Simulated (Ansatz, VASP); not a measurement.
Two plane-wave programs on SiB4Mo

```
Si B Mo
1.0
     2.09806   -4.01970    0.00000
     2.09806    4.01970    0.00000
     0.00000    0.00000    3.01480
Si B Mo
1 4 1
Cartesian
  0.0000 0.0000 1.5074
  2.0981 2.4833 0.0000
  2.0981 -2.4833 0.0000
  1.0490 2.0099 1.5074
  1.0490 -2.0099 1.5074
  2.0981 0.0000 0.0000
```

Change from the starting cell: species swapped into the NdCuNi4 type (Cmmm, No. 65).

Alike in both runs: task relaxation of cell and atoms; functional PBE; k mesh 6 × 6 × 6; occupations gaussian, width 0.1 eV; no spin polarisation.

|  | VASP | Ansatz |
| --- | --- | --- |
| version | VASP 6.6.1 | Ansatz 0.2.0 |
| potentials or method | VASP PAW PBE potentials, release 64 (Si, B, Mo_sv), cutoff 600 eV | scalar-relativistic, plane waves, PAW |
| valence electrons in the cell | 30 | 30 |

```tsv
	VASP	Ansatz	Ansatz less VASP
gap on the k mesh at the Fermi level, each at its own relaxed structure (eV)	none	none	-
relaxed volume (Å³/atom)	8.48	8.47	-0.006
relaxed length of the cell vector where the two differ most in proportion (Å)	3.015	3.019	+0.0045
```

A gap of «none» marks a metal or a gap that the smearing closes.

Noted on VASP's run: the relaxation stopped at its first step, so nothing moved.
